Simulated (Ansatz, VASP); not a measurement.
One calculation of C, two programs

```xyz
12
Lattice="2.4880 0.0000 0.0000 -1.2440 2.1547 0.0000 0.0000 0.0000 12.1887" Properties=species:S:1:pos:R:3 pbc="T T T"
C     1.2440    0.7182    4.3169
C     0.0000    1.4365   10.4112
C     1.2440    0.7182    1.7775
C     0.0000    1.4365    7.8718
C     1.2440    0.7182    5.8405
C     0.0000    1.4365   11.9348
C     1.2440    0.7182    0.2539
C     0.0000    1.4365    6.3482
C     0.0000    0.0000    9.9033
C     0.0000    0.0000    3.8090
C     0.0000    0.0000    8.3797
C     0.0000    0.0000    2.2854
```

Alike in both runs: task single point; functional PBE; k mesh 12 × 12 × 3; occupations fermi-dirac, width 0.05 eV; no spin polarisation.

|  | VASP | Ansatz |
| --- | --- | --- |
| version | VASP 6.6.1 | Ansatz 0.2.0 |
| potentials or method | VASP PAW PBE potentials, release 64 (C) | Ansatz NC |
| plane-wave cutoff (eV) | 520 | 1116 |
| valence electrons in the cell | 48 | 48 |

VASP gave:

| Item | Value |
| --- | --- |
| gap on the k mesh at the Fermi level (eV) | 4.49 |
| least direct gap on the mesh (eV) | 5.39 |
| pressure (GPa) | 22.3 |
| traceless stress, the component that is largest in VASP (GPa) | 6.07 |
| rms of the force components (eV/Å) | 0.163 |

Task: Estimate Ansatz's values.

Result: gap on the k mesh at the Fermi level (eV): 4.50; least direct gap on the mesh (eV): 5.41; pressure (GPa): 21.5; traceless stress, the component that is largest in VASP (GPa): 6.07; rms of the force components (eV/Å): 0.163.

Atom by atom the forces differ by 0.000 eV/Å (rms over components).

Noted on Ansatz's run: odd divisions of the mesh miss points on the zone boundary, where band edges often lie, so the gap on the mesh can be too wide.
